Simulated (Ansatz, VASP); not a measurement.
# InO in VASP and in Ansatz

File INCAR:

```
ALGO = Normal
EDIFF = 1E-6
ENCUT = 520
ISIF = 2
ISMEAR = 0
LASPH = T
LCHARG = F
LREAL = F
LWAVE = F
NBANDS = 27
NELM = 60
PREC = Accurate
SIGMA = 0.03
```

The input KPOINTS:

```
k-points
0
Gamma
  12 12 2
```

POSCAR

```
InO
1.0
    3.6262944914      0.0000000000      0.0000000000
   -1.8131472457      3.1404631511      0.0000000000
    0.0000000000      0.0000000000     16.6709550000
In O
2 2
Direct
    0.6666666667      0.3333333333      0.5900210000
    0.6666666667      0.3333333333      0.4099790000
    0.0000000000      0.0000000000      0.6398670000
    0.0000000000      0.0000000000      0.3601330000
```

Input for Ansatz:

```yaml
crystal:
  lattice:
    - [3.6262944914, 0.0, 0.0]
    - [-1.8131472457, 3.1404631511, 0.0]
    - [0.0, 0.0, 16.670955]
  atoms:
    - { symbol: In, position: [0.6666666667, 0.3333333333, 0.590021] }
    - { symbol: In, position: [0.6666666667, 0.3333333333, 0.409979] }
    - { symbol: O, position: [0.0, 0.0, 0.639867] }
    - { symbol: O, position: [0.0, 0.0, 0.360133] }
basis:
  ecutwfc: 420
kpoints:
  mp_grid: { grid: [12, 12, 2] }
hamiltonian:
  xc: lda
scf:
  occupations: { method: gaussian, width: 0.03 }
output:
  forces: true
  stress: true
  eigenvalues: true
  write_density: true
  write_potential: true
  elf: true
  volumetric_format: npy
```

Change from the starting cell: strain +0.050 along x and y, +0.050 along z, atoms carried along.

Alike in both runs: task single point; functional LDA; k mesh 12 × 12 × 2; occupations gaussian, width 0.03 eV; no spin polarisation.

|  | VASP | Ansatz |
| --- | --- | --- |
| version | VASP 6.6.1 | Ansatz 0.2.0 |
| potentials or method | VASP PAW LDA potentials, release 64 (In_d, O), cutoff 520 eV | scalar-relativistic, plane waves, PAW |
| valence electrons in the cell | 38 | 38 |

|  | VASP | Ansatz | Ansatz less VASP |
| --- | --- | --- | --- |
| gap on the k mesh at the Fermi level (eV) | 0.18 | 0.19 | +0.008 |
| least direct gap on the mesh (eV) | 0.63 | 0.63 | -0.001 |
| rms of the force components (eV/Å) | 0.614 | 0.626 | +0.0120 |

LDA's correlation is that of Perdew and Zunger in VASP and of Perdew and Wang (1992) in Ansatz. Atom by atom the forces differ by 0.012 eV/Å (rms over components). Ansatz's warnings: xc potential rough in thin density.
